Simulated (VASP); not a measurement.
Here is a VASP 6.6.1 calculation.

The input INCAR:

```
PREC = Accurate
ENCUT = 520
EDIFF = 1E-6
ISMEAR = 0
SIGMA = 0.1
LREAL = F
LASPH = T
NELM = 150
ALGO = Normal
ISIF = 2
LWAVE = F
LCHARG = T
ISPIN = 2
MAGMOM = 0 0 0 0.39 0
LORBIT = 11
LMAXMIX = 4
GGA = PE
LELF = T
LVHAR = T
NBANDS = 39
```

Contents of KPOINTS:

```
regular mesh
0
Gamma
  8 8 8
```

File POSCAR:

```
Ti4Se
1.0
    4.6490550595      0.0000000000      0.0000000000
    0.0000000000      4.6490550595      0.0000000000
    0.0000000000      0.0000000000      4.6490550595
Ti Se
4 1
Direct
    0.5000000000      0.0000000000      0.0000000000
    0.0000000000      0.5000000000      0.0000000000
    0.0000000000      0.0000000000      0.5000000000
    0.5000000000      0.5000000000      0.5000000000
    0.0000000000      0.0000000000      0.0000000000
```

Potentials or basis: VASP PAW PBE potentials, release 64 (Ti_sv, Se).

Launch:

```sh
$ cat potpaw_PBE.64/Ti_sv/POTCAR potpaw_PBE.64/Se/POTCAR > POTCAR
$ mpirun -np 1 vasp_std > vasp.out
```

Q: What does it give for the pressure?

A: 0.2 GPa.

Q: Estimate the band gap on the k mesh.

A: Zero (filled and empty bands overlap).

Q: Predict the net moment.

A: 0.01 μB per cell.
